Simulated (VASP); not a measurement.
A run of VASP 6.6.1:

File INCAR:

```
SYSTEM = TiAl3
PREC     = Accurate       ! precision mode
ENCUT    = 520            ! plane-wave cutoff, eV
EDIFF    = 1E-7           ! SCF threshold, eV
ISMEAR   = 0              ! smearing method
SIGMA    = 0.1            ! smearing width, eV
LREAL    = .False.        ! projectors in reciprocal space
LASPH    = .True.         ! aspherical terms in the spheres
NELM     = 80             ! most SCF steps
ALGO     = Fast           ! electronic algorithm
ISIF     = 2              ! what is computed and relaxed
LWAVE    = .False.        ! write WAVECAR
LCHARG   = .True.         ! write CHGCAR
GGA      = PS             ! functional
LELF     = .True.         ! ELF
LVHAR    = .True.       
NBANDS   = 18             ! bands
```

File KPOINTS:

```
Automatic mesh
0
Gamma
  16 16 16
  0 0 0
```

File POSCAR:

```
TiAl3
1.0
   -1.9076016043      1.9076016043      4.2766308029
    1.9076016043     -1.9076016043      4.2766308029
    1.9076016043      1.9076016043     -4.2766308029
Ti Al
1 3
Direct
    0.0000000000      0.0000000000      0.0000000000
    0.5000000000      0.5000000000      0.0000000000
    0.7500000000      0.2500000000      0.5000000000
    0.2500000000      0.7500000000      0.5000000000
```

Potentials or basis: VASP PAW PBE potentials, release 64 (Ti_sv, Al).

Launch:

```console
$ cat potpaw_PBE.64/Ti_sv/POTCAR potpaw_PBE.64/Al/POTCAR > POTCAR
$ mpirun -np 1 vasp_std > vasp.out
```

Hardware: 1 thread of Intel(R) Xeon(R) Platinum 8375C CPU @ 2.90GHz (Ice Lake), on a shared host.

Q: Estimate the wall time of this run.

A: It took 29 min on 1 thread of Intel(R) Xeon(R) Platinum 8375C CPU @ 2.90GHz (Ice Lake), on a shared host, peak memory 0.53 GiB. Counts: scf iterations 40, k points 349.
